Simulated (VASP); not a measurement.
A run of VASP 6.6.1:

INCAR

```
SYSTEM = LiBr
PREC = Accurate
ENCUT = 750
EDIFF = 1E-6
ISMEAR = -1
SIGMA = 0.03
LREAL = .False.
LASPH = .True.
NELM = 120
ALGO = Normal
ISIF = 2
LWAVE = .False.
LCHARG = .False.
GGA = PE
NBANDS = 12
GGA_COMPAT = .False.
```

KPOINTS

```
regular mesh
0
Gamma
  8 8 8
  0 0 0
```

Contents of POSCAR:

```
LiBr
1.0
    0.0000000000      2.7260799819      2.7260799819
    2.7260799819      0.0000000000      2.7260799819
    2.7260799819      2.7260799819      0.0000000000
Li Br
1 1
Direct
    0.0000000000      0.0000000000      0.0000000000
    0.5000000000      0.5000000000      0.5000000000
```

Potentials or basis: VASP PAW PBE potentials, release 64 (Li_sv, Br).

Launch:

```bash
$ cat potpaw_PBE.64/Li_sv/POTCAR potpaw_PBE.64/Br/POTCAR > POTCAR
$ mpirun -np 1 vasp_std > vasp.out
```

Hardware: 1 thread of Intel(R) Xeon(R) Platinum 8259CL CPU @ 2.50GHz (Skylake/Cascade Lake), with other jobs on the host.

Task: How long does it take, and how much memory?

Result: It took 16 s on 1 thread of Intel(R) Xeon(R) Platinum 8259CL CPU @ 2.50GHz (Skylake/Cascade Lake), on a shared host, peak memory 0.21 GiB. Counts: scf iterations 12, k points 29.
